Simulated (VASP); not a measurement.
Wanted: the native input for a VASP 6.6.1 run.

```yaml
Task: single point
Functional: PBE
Potentials_or_basis: VASP PAW PBE potentials, release 64 (La, Tl_d, Cl)
Cutoff: 520 eV
k_mesh: 3 × 3 × 2
Occupations: gaussian, width 0.15 eV
Spin: no spin polarisation
Dipole_correction: no
Further_INCAR_settings: ALGO = Normal; EDIFF = 1e-06; NBANDS = 35
```

The structure of LaTlCl4 lies in POSCAR:

```
LaTlCl4
1.0
    5.0717934416      0.2181162430      0.2936043557
    2.3007001331      4.4722812674      0.5484690768
    1.9098907883      0.6400492228      8.7076109193
La Tl Cl
1 1 4
Direct
    0.5000000000      0.0000000000      0.0000000000
    0.0000000000      0.5000000000      0.5000000000
    0.3937015660      0.8919087067      0.3259000365
    0.6062984340      0.1080912933      0.6740999635
    0.1401123856      0.6412810041      0.0810530580
    0.8598876144      0.3587189959      0.9189469420
```

The cell was generated, and may not be a known phase.

One way to write it, as run:

INCAR

```
SYSTEM = LaTlCl4
PREC = Accurate
ENCUT = 520
EDIFF = 1E-6
ISMEAR = 0
SIGMA = 0.15
LREAL = .FALSE.
LASPH = .TRUE.
NELM = 80
ALGO = Normal
ISIF = 2
LWAVE = .FALSE.
LCHARG = .FALSE.
GGA = PE
NBANDS = 35
```

KPOINTS

```
regular mesh
0
G
  3 3 2
  0 0 0
```

Potentials or basis: VASP PAW PBE potentials, release 64 (La, Tl_d, Cl).

Run with:

```bash
$ cat potpaw_PBE.64/La/POTCAR potpaw_PBE.64/Tl_d/POTCAR potpaw_PBE.64/Cl/POTCAR > POTCAR
$ mpirun -np 1 vasp_std > vasp.out
```

Results of the run:

The pressure is 0.1 GPa and the largest force is 0.011 eV/Å. The band gap on the k mesh is 3.53 eV.

Caveat: the k points lie up to 0.48 Å⁻¹ apart; spin-orbit coupling is left out, which moves the levels of the heavy elements.

Wall time 56 s on 1 thread of AMD EPYC 9R45 96-Core Processor (Zen 5), with other jobs on the host, peak memory 0.33 GiB.
